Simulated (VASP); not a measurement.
Here is a VASP 6.6.1 calculation.

The input INCAR:

```
PREC = Accurate
ENCUT = 500
EDIFF = 1E-6
ISMEAR = -1
SIGMA = 0.05
LREAL = False
LASPH = True
NELM = 120
ALGO = Normal
ISIF = 2
LWAVE = False
LCHARG = True
GGA = LIBXC
LIBXC1 = GGA_X_B88
LIBXC2 = GGA_C_PBE
LELF = True
LVHAR = True
NBANDS = 17
GGA_COMPAT = False
```

Contents of KPOINTS:

```
Automatic mesh
0
Gamma
  7 7 7
```

The input POSCAR:

```
TePb
1.0
    0.0000000000      3.2523979746      3.2523979746
    3.2523979746      0.0000000000      3.2523979746
    3.2523979746      3.2523979746      0.0000000000
Pb Te
1 1
Direct
    0.0000000000      0.0000000000      0.0000000000
    0.5000000000      0.5000000000      0.5000000000
```

Potentials or basis: VASP PAW PBE potentials, release 64 (Pb_d, Te).

Launch:

```console
$ cat potpaw_PBE.64/Pb_d/POTCAR potpaw_PBE.64/Te/POTCAR > POTCAR
$ mpirun -np 1 vasp_std > vasp.out
```

(1) Estimate the pressure.

Results:

(1) 1.0 GPa.

Caveat: the PAW data sets were made with another functional, which shifts forces and pressure a little.
